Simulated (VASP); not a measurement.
Wanted: the native input for a VASP 6.6.1 run.

| Item | Value |
| --- | --- |
| Task | single point |
| Functional | PBEsol |
| Potentials or basis | VASP PAW PBE potentials, release 64 (Al) |
| Cutoff | 520 eV |
| k mesh | 9 × 9 × 9 |
| Occupations | fermi-dirac, width 0.1 eV |
| Spin | no spin polarisation |
| Dipole correction | no |
| Further INCAR settings | ALGO = Normal; EDIFF = 1e-06; NBANDS = 8 |

The structure of Al lies in POSCAR:

```
Al
1.0
    0.0000000000      2.0095729042      2.0095729042
    2.0095729042      0.0000000000      2.0095729042
    2.0095729042      2.0095729042      0.0000000000
Al
1
Direct
    0.0000000000      0.0000000000      0.0000000000
```

The input as run:

INCAR

```
  ALGO = Normal
  EDIFF = 1E-6
  ENCUT = 520
  GGA = PS
  ISIF = 2
  ISMEAR = -1
  LASPH = T
  LCHARG = F
  LREAL = F
  LWAVE = F
  NBANDS = 8
  NELM = 100
  PREC = Accurate
  SIGMA = 0.1
```

KPOINTS

```
k-points
0
Gamma
  9 9 9
```

Potentials or basis: VASP PAW PBE potentials, release 64 (Al).

Command:

```console
$ cat potpaw_PBE.64/Al/POTCAR > POTCAR
$ mpirun -np 1 vasp_std > vasp.out
```

It gave:

```
Pressure : 0.1 GPa
```

Caveat: the PAW data sets were made with another functional, which shifts forces and pressure a little.

Run time: 3.6 s on 1 thread of Intel(R) Xeon(R) Platinum 8375C CPU @ 2.90GHz (Ice Lake), on a shared host, peak memory 0.13 GiB.
